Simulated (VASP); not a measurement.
Here is a VASP 6.6.1 calculation.

INCAR

```
SYSTEM = MgS
PREC     = Accurate       ! precision mode
ENCUT    = 520            ! plane-wave cutoff, eV
EDIFF    = 1E-6           ! SCF threshold, eV
ISMEAR   = -1             ! smearing method
SIGMA    = 0.05           ! smearing width, eV
LREAL    = .FALSE.        ! projectors in reciprocal space
LASPH    = .TRUE.         ! aspherical terms in the spheres
NELM     = 60             ! most SCF steps
ALGO     = Normal         ! electronic algorithm
ISIF     = 2              ! what is computed and relaxed
LWAVE    = .FALSE.        ! write WAVECAR
LCHARG   = .FALSE.        ! write CHGCAR
GGA      = PS             ! functional
NBANDS   = 11             ! bands
```

File KPOINTS:

```
Automatic mesh
0
G
  7 7 7
  0 0 0
```

The input POSCAR:

```
MgS
1.0
    0.0000000000      2.8047888463      2.8331200468
    2.8047888463      0.0000000000      2.8331200468
    2.8047888463      2.8047888463      0.0000000000
S Mg
1 1
Direct
    0.2500000000      0.2500000000      0.2500000000
    0.0000000000      0.0000000000      0.0000000000
```

Potentials or basis: VASP PAW PBE potentials, release 64 (S, Mg).

The run is started by

```console
$ cat potpaw_PBE.64/S/POTCAR potpaw_PBE.64/Mg/POTCAR > POTCAR
$ mpirun -np 1 vasp_std > vasp.out
```

(1) Predict the band gap on the k mesh.

(2) What does it give for the pressure?

Answers

(1) 3.37 eV, direct.

(2) 0.6 GPa.

Caveat: the PAW data sets were made with another functional, which shifts forces and pressure a little.
